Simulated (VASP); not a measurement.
# CdS (I4/mmm) in VASP: further runs

Runs on CdS. Level: PBE. Tasks: single point.

Program: VASP 6.6.1. These are calculated values, not measurements. Logs are shortened: lines on timing, memory, paths and dates and some standing lists are left out, and cuts for length are marked.

### 1 The cell of the first run

Symmetry: I4/mmm, No. 139, tetragonal system. The conventional cell has a = 3.947 Å, b = 3.947 Å, c = 5.359 Å, α = 90.00°, β = 90.00°, γ = 90.00°. Cd (site symmetry 4/mmm) has 6 S at 2.68 to 2.79 Å within 3.5 Å. S (site symmetry 4/mmm) has 6 Cd at 2.68 to 2.79 Å within 3.5 Å.

### 2 Single point, PBE

INCAR

```
PREC     = Accurate       # precision mode
ENCUT    = 520            # plane-wave cutoff, eV
EDIFF    = 1E-6           # SCF threshold, eV
ISMEAR   = 0              # smearing method
SIGMA    = 0.03           # smearing width, eV
LREAL    = F              # projectors in reciprocal space
LASPH    = T              # aspherical terms in the spheres
NELM     = 100            # most SCF steps
ALGO     = Normal         # electronic algorithm
ISIF     = 2              # what is computed and relaxed
LWAVE    = F              # write WAVECAR
LCHARG   = T              # write CHGCAR
GGA      = PE             # functional
LELF     = T              # ELF
LVHAR    = T            
NBANDS   = 16             # bands
```

KPOINTS

```
Automatic mesh
0
Gamma
  12 12 12
```

POSCAR

```
CdS
1.0
    0.0000000000      2.7909643585      2.6793257842
    2.7909643585      0.0000000000      2.6793257842
    2.7909643585      2.7909643585      0.0000000000
Cd S
1 1
Direct
    0.0000000000      0.0000000000      0.0000000000
    0.5000000000      0.5000000000      0.5000000000
```

Potentials or basis: VASP PAW PBE potentials, release 64 (Cd, S).

The run is started by

```console
> cat potpaw_PBE.64/Cd/POTCAR potpaw_PBE.64/S/POTCAR > POTCAR
> mpirun -np 1 vasp_std > vasp.out
```

OUTCAR:

```text
PREC = Accurate
   ENCUT = 520
   EDIFF = 1E-6
   ISMEAR = 0
   LREAL = F
   LASPH = T
   NELM = 100
   ISIF = 2
   GGA = PE

 ion  position               nearest neighbor table
   1  0.000  0.000  0.000-   2 2.68   2 2.68   2 2.79   2 2.79   2 2.79   2 2.79
   2  0.500  0.500  0.500-   1 2.68   1 2.68   1 2.79   1 2.79   1 2.79   1 2.79

  LATTYP: Found a body centered tetragonal cell.
 ALAT       =     3.9470196479
 C/A-ratio  =     1.3576450199

  Lattice vectors:

 A1 = (   0.0000000000,  -2.7909643585,  -2.6793257842)
 A2 = (   0.0000000000,   2.7909643585,  -2.6793257842)
 A3 = (   2.7909643585,   0.0000000000,   2.6793257842)

Analysis of symmetry for initial positions (statically):
=====================================================================
 Subroutine PRICEL returns:
 Original cell was already a primitive cell.

 Routine SETGRP: Setting up the symmetry group for a
 body centered tetragonal supercell.

 Subroutine GETGRP returns: Found 16 space group operations
 (whereof 16 operations were pure point group operations)
 out of a pool of 16 trial point group operations.

The static configuration has the point symmetry D_4h.

Analysis of symmetry for dynamics (positions and initial velocities):
=====================================================================
 Subroutine PRICEL returns:
 Original cell was already a primitive cell.

 Routine SETGRP: Setting up the symmetry group for a
 body centered tetragonal supercell.

 Subroutine GETGRP returns: Found 16 space group operations
 (whereof 16 operations were pure point group operations)
 out of a pool of 16 trial point group operations.

The dynamic configuration has the point symmetry D_4h.

 Subroutine INISYM returns: Found 16 space group operations
 (whereof 16 operations are pure point group operations),
 and found     1 'primitive' translations

----------------------------------------------------------------------------------------

                                     Primitive cell

  volume of cell :      41.7411

  direct lattice vectors                    reciprocal lattice vectors
     0.000000000  2.790964359  2.679325784    -0.179149547  0.179149547  0.186614111
     2.790964359  0.000000000  2.679325784     0.179149547 -0.179149547  0.186614111
     2.790964359  2.790964359  0.000000000     0.179149547  0.179149547 -0.186614111

  length of vectors
     3.868884685  3.868884685  3.947019648     0.314664817  0.314664817  0.314664817

  position of ions in fractional coordinates (direct lattice)
     0.000000000  0.000000000  0.000000000
     0.500000000  0.500000000  0.500000000

  ion indices of the primitive-cell ions
   primitive index   ion index
                 1           1
                 2           2

----------------------------------------------------------------------------------------

 KPOINTS: Automatic mesh

Automatic generation of k-mesh.
 Grid dimensions read from file:
 generate k-points for:   12   12   12

 Generating k-lattice:

  Cartesian coordinates                     Fractional coordinates (reciprocal lattice)
    -0.014929129  0.014929129  0.015551176     0.083333333 -0.000000000  0.000000000
     0.014929129 -0.014929129  0.015551176    -0.000000000  0.083333333  0.000000000
     0.014929129  0.014929129 -0.015551176     0.000000000  0.000000000  0.083333333

  Length of vectors
     0.026222068  0.026222068  0.026222068

  Shift w.r.t. Gamma in fractional coordinates (k-lattice)
     0.000000000  0.000000000  0.000000000

 Subroutine IBZKPT returns following result:
 ===========================================

 Found    163 irreducible k-points:

 Following reciprocal coordinates:
            Coordinates               Weight
  0.000000  0.000000  0.000000      1.000000
  0.083333 -0.000000  0.000000      8.000000
  0.166667  0.000000  0.000000      8.000000
  0.250000  0.000000  0.000000      8.000000
  0.333333 -0.000000  0.000000      8.000000
  0.416667 -0.000000  0.000000      8.000000
[... 16 lines left out ...]
  0.500000  0.166667  0.000000      8.000000
 -0.416667  0.166667  0.000000      8.000000
 [... further k-points ...]
   k-points           NKPTS =    163   k-points in BZ     NKDIM =    163   number of bands    NBANDS=     16
   number of dos      NEDOS =    301   number of ions     NIONS =      2
   total plane-waves  NPLWV =  27000
   dimension x,y,z NGX =    30 NGY =   30 NGZ =   30
   dimension x,y,z NGXF=    60 NGYF=   60 NGZF=   60
   ions per type =               1   1
   NGX,Y,Z   is equivalent  to a cutoff of  12.89, 12.89, 12.64 a.u.
   NGXF,Y,Z  is equivalent  to a cutoff of  25.78, 25.78, 25.27 a.u.
 SYSTEM =  unknown system
   PREC   = accura    normal or accurate (medium, high low for compatibility)
   ISTART =      0    job   : 0-new  1-cont  2-samecut
   ICHARG =      2    charge: 1-file 2-atom 10-const
   ISPIN  =      1    spin polarized calculation?
   LNONCOLLINEAR =      F non collinear calculations
   LSORBIT =      F    spin-orbit coupling
   LASPH  =      T    aspherical Exc in radial PAW
   ENCUT  =  520.0 eV  38.22 Ry    6.18 a.u.   7.19  7.19  7.34*2*pi/ulx,y,z
   NELM   =    100;   NELMIN=  2; NELMDL= -5     # of ELM steps
   EDIFF  = 0.1E-05   stopping-criterion for ELM
   LREAL  =      F    real-space projection
   EDIFFG = 0.1E-04   stopping-criterion for IOM
   NSW    =      0    number of steps for IOM
   IBRION =     -1    ionic relax: 0-MD 1-quasi-New 2-CG
   NFREE  =      0    steps in history (QN), initial steepest desc. (CG)
   ISIF   =      2    stress and relaxation
   ISYM   =      2    0-nonsym 1-usesym 2-fastsym
   POTIM  = 0.5000    time-step for ionic-motion
   TEBEG  =    0.0;   TEEND  =   0.0 temperature during run
   PSTRESS=    0.0 pullay stress
   NELECT =      18.0000    total number of electrons
   NUPDOWN=      -1.0000    fix difference up-down
   EMIN   =  10.00;   EMAX   =-10.00  energy-range for DOS
   EFERMI =   0.00;   METHOD = LEGACY
   ISMEAR =     0;   SIGMA  =   0.03  broadening in eV -4-tet -1-fermi 0-gaus
   EFERMI_NEDOS =   21; number of points for ismear=-14 and -15
   IALGO  =     38    algorithm
   IMIX   =      4    mixing-type and parameters
     AMIX     =   0.40;   BMIX     =  1.00
     AMIX_MAG =   1.60;   BMIX_MAG =  1.00
  volume/ion in A,a.u.               =      20.87       140.84
  Fermi-wavevector in a.u.,A,eV,Ry     =   1.236833  2.337275 20.813583  1.529755
  Thomas-Fermi vector in A             =   2.371425
   LORBIT       =      0    0 simple, 1 ext, 2 COOP (PROOUT), +10 PAW based schemes
   GGA     = PE    functional components
   LHFCALC =     F    Hartree Fock is set to
   AEXX    =    0.0000 exact exchange contribution
   IVDW    =     0    specifies the selected vdW correction
   LEPSILON=     F    determine dielectric tensor
   LRPA    =     F    only Hartree local field effects (RPA)
 non-spin polarized calculation
 Gauss-broadening in eV      SIGMA  =   0.03
  energy-cutoff  :      520.00
  volume of cell :       41.74
 maximum number of plane-waves:      1146
 NGX is ok and might be reduce to    30
   NGX = 15   NGY = 15   NGZ = 15

 number of electron      18.0000006 magnetization

 Free energy of the ion-electron system (eV)
  ---------------------------------------------------
  ext. energy  EPLUGINS =         0.00000000
  ---------------------------------------------------
  free energy    TOTEN  =        -5.86700480 eV

  energy without entropy =       -5.86699101  energy(sigma->0) =       -5.86699791

 E-fermi :   2.8431     XC(G=0): -10.3009

 val. band max:        2.8052238410   @ k =   0.5000   0.0000   0.0000
 cond. band min:       2.8650714904   @ k =   0.5000   0.5000   0.0000
 fundamental gap:      0.0598476493
 Fermi energy:         2.8430629119

 k-point     1 :       0.0000    0.0000    0.0000
  band No.  band energies     occupation
      1      -9.9588      2.00000
      2      -4.8810      2.00000
      3      -4.8810      2.00000
      4      -4.8651      2.00000
      5      -4.8597      2.00000
      6      -4.8300      2.00000
[... 8 lines left out ...]
     15      13.6707      0.00000
     16      14.0714      0.00000

 k-point     2 :       0.0833   -0.0000    0.0000
  band No.  band energies     occupation
      1      -9.9005      2.00000
      2      -4.8885      2.00000
      3      -4.8854      2.00000
      4      -4.8794      2.00000
      5      -4.8599      2.00000
      6      -4.8254      2.00000
[... 8 lines left out ...]
     15      13.2465      0.00000
     16      14.1143      0.00000

 k-point     3 :       0.1667    0.0000    0.0000
  band No.  band energies     occupation
      1      -9.7333      2.00000
      2      -4.9473      2.00000
      3      -4.9334      2.00000
      4      -4.8937      2.00000
      5      -4.8235      2.00000
      6      -4.8018      2.00000
[... 8 lines left out ...]
     15      13.0055      0.00000
     16      13.7521      0.00000

 k-point     4 :       0.2500    0.0000    0.0000
  band No.  band energies     occupation
      1      -9.4828      2.00000
      2      -5.0287      2.00000
      3      -5.0005      2.00000
      4      -4.9298      2.00000
      5      -4.7701      2.00000
      6      -4.7621      2.00000
[... 8 lines left out ...]
     15      13.5577      0.00000
     16      13.7269      0.00000

 k-point     5 :       0.3333   -0.0000    0.0000
  band No.  band energies     occupation
      1      -9.1990      2.00000
      2      -5.1100      2.00000
      3      -5.0659      2.00000
      4      -4.9899      2.00000
      5      -4.7199      2.00000
      6      -4.7156      2.00000
[... 8 lines left out ...]
     15      14.3374      0.00000
     16      14.4151      0.00000

 k-point     6 :       0.4167   -0.0000    0.0000
  band No.  band energies     occupation
      1      -8.9618      2.00000
      2      -5.1727      2.00000
      3      -5.1129      2.00000
      4      -5.0565      2.00000
      5      -4.6883      2.00000
      6      -4.6751      2.00000
[... 8 lines left out ...]
     15      15.1301      0.00000
     16      15.3512      0.00000

 k-point     7 :       0.5000    0.0000    0.0000
  band No.  band energies     occupation
      1      -8.8668      2.00000
      2      -5.1981      2.00000
      3      -5.1298      2.00000
      4      -5.0867      2.00000
      5      -4.6767      2.00000
      6      -4.6601      2.00000
[... 8 lines left out ...]
     15      15.5206      0.00000
     16      15.8624      0.00000

 k-point     8 :       0.0833    0.0833    0.0000
  band No.  band energies     occupation
      1      -9.8715      2.00000
      2      -4.9292      2.00000
      3      -4.8694      2.00000
      4      -4.8694      2.00000
      5      -4.8515      2.00000
      6      -4.8409      2.00000
[... 8 lines left out ...]
     15      14.3901      0.00000
     16      14.3901      0.00000

 k-point     9 :       0.1667    0.0833    0.0000
  band No.  band energies     occupation
      1      -9.7348      2.00000
      2      -4.9993      2.00000
      3      -4.8891      2.00000
      4      -4.8731      2.00000
      5      -4.8324      2.00000
      6      -4.8183      2.00000
[... 8 lines left out ...]
     15      13.9899      0.00000
     16      14.4721      0.00000
[... 172 lines left out ...]
 k-point    19 :       0.1667    0.1667    0.0000
  band No.  band energies     occupation
      1      -9.6405      2.00000
      2      -5.0601      2.00000
      3      -4.8707      2.00000
      4      -4.8335      2.00000
      5      -4.8335      2.00000
      6      -4.8291      2.00000
[... 8 lines left out ...]
     15      14.9144      0.00000
     16      15.8261      0.00000

 k-point    20 :       0.2500    0.1667    0.0000
  band No.  band energies     occupation
      1      -9.4671      2.00000
      2      -5.1061      2.00000
      3      -4.8932      2.00000
      4      -4.8683      2.00000
      5      -4.8011      2.00000
      6      -4.7661      2.00000
[... 8 lines left out ...]
     15      14.9595      0.00000
     16      15.9605      0.00000

 k-point    21 :       0.3333    0.1667    0.0000
  band No.  band energies     occupation
      1      -9.2507      2.00000
      2      -5.1168      2.00000
      3      -4.9242      2.00000
      4      -4.9185      2.00000
      5      -4.7603      2.00000
      6      -4.7057      2.00000
[... 8 lines left out ...]
     15      15.4398      0.00000
     16      15.9483      0.00000

 k-point    22 :       0.4167    0.1667    0.0000
  band No.  band energies     occupation
      1      -9.0468      2.00000
      2      -5.0810      2.00000
      3      -4.9855      2.00000
      4      -4.9483      2.00000
      5      -4.7156      2.00000
      6      -4.6647      2.00000
[... 8 lines left out ...]
     15      16.1083      0.00000
     16      16.3471      0.00000

 k-point    23 :       0.5000    0.1667    0.0000
  band No.  band energies     occupation
      1      -8.9206      2.00000
      2      -5.0374      2.00000
      3      -5.0152      2.00000
      4      -4.9783      2.00000
      5      -4.6715      2.00000
      6      -4.6528      2.00000
[... 8 lines left out ...]
     15      16.0777      0.00000
     16      17.0056      0.00000

 k-point    24 :      -0.4167    0.1667    0.0000
  band No.  band energies     occupation
      1      -8.9193      2.00000
      2      -5.0683      2.00000
      3      -5.0145      2.00000
      4      -4.9427      2.00000
      5      -4.6715      2.00000
      6      -4.6378      2.00000
[... 8 lines left out ...]
     15      15.1006      0.00000
     16      16.3282      0.00000

 [... further k-points ...]
[... 5 lines left out ...]
  --------------------------------------------------------------------------------------
  -------------------------------------------------------------------------------------
  Total       -0.2213251     -0.2213251      0.5643664      0.0000000      0.0000000     -0.0000000
  in kB       -8.4952699     -8.4952699     21.6624519      0.0000000      0.0000000     -0.0000000
  external PRESSURE =       1.5573040 kB  Pullay stress =       0.0000000 kB

 VOLUME and BASIS-vectors are now :
 -----------------------------------------------------------------------------
  energy-cutoff  :      520.00
  volume of cell :       41.74
      direct lattice vectors                 reciprocal lattice vectors
     0.000000000  2.790964359  2.679325784    -0.179149547  0.179149547  0.186614111
     2.790964359  0.000000000  2.679325784     0.179149547 -0.179149547  0.186614111
     2.790964359  2.790964359  0.000000000     0.179149547  0.179149547 -0.186614111

 POSITION                                       TOTAL-FORCE (eV/Angst)
 -----------------------------------------------------------------------------------
      0.00000      0.00000      0.00000        -0.000000      0.000000     -0.000000
      2.79096      2.79096      2.67933         0.000000     -0.000000      0.000000
 -----------------------------------------------------------------------------------
    total drift:                               -0.000000      0.000000      0.000000

  FREE ENERGIE OF THE ION-ELECTRON SYSTEM (eV)
  ---------------------------------------------------
  free  energy   TOTEN  =        -5.8670048007 eV

  energy  without entropy=       -5.8669910139  energy(sigma->0) =       -5.86699791
```

Run time: 45 s. Hardware: 1 thread of Intel Xeon 6975P-C (Granite Rapids), shared host; peak memory 0.24 GiB.

Results:

```
Free energy            : -5.8670 eV
Pressure               : 0.2 GPa
Band gap on the k mesh : 0.06 eV, indirect (least direct gap 1.47 eV)
```

Stress tensor (GPa, compression positive):
```
-0.85  0.00  0.00
 0.00 -0.85  0.00
 0.00  0.00  2.17
```

Levels at points of the mesh, in eV from the valence-band top:
```csv
k point,band 5,band 6,band 7,band 8,band 9,band 10,band 11,band 12,band 13,band 14
"(0.00, 0.00, 0.00)",-7.66,-7.64,-0.96,-0.71,-0.71,0.76,9.08,9.08,9.29,10.87
"(0.50, 0.00, 0.00)",-7.48,-7.47,-4.84,-0.19,0.00,3.43,5.64,6.06,6.60,12.11
"(0.50, 0.50, 0.00)",-7.41,-6.70,-4.21,-2.23,-2.23,0.06,5.84,9.90,10.87,10.87
"(0.50, 0.00, 0.50)",-7.40,-6.79,-4.19,-2.29,-1.92,0.23,6.07,9.51,10.65,11.61
```

(Part 1 of 2 ends here.)
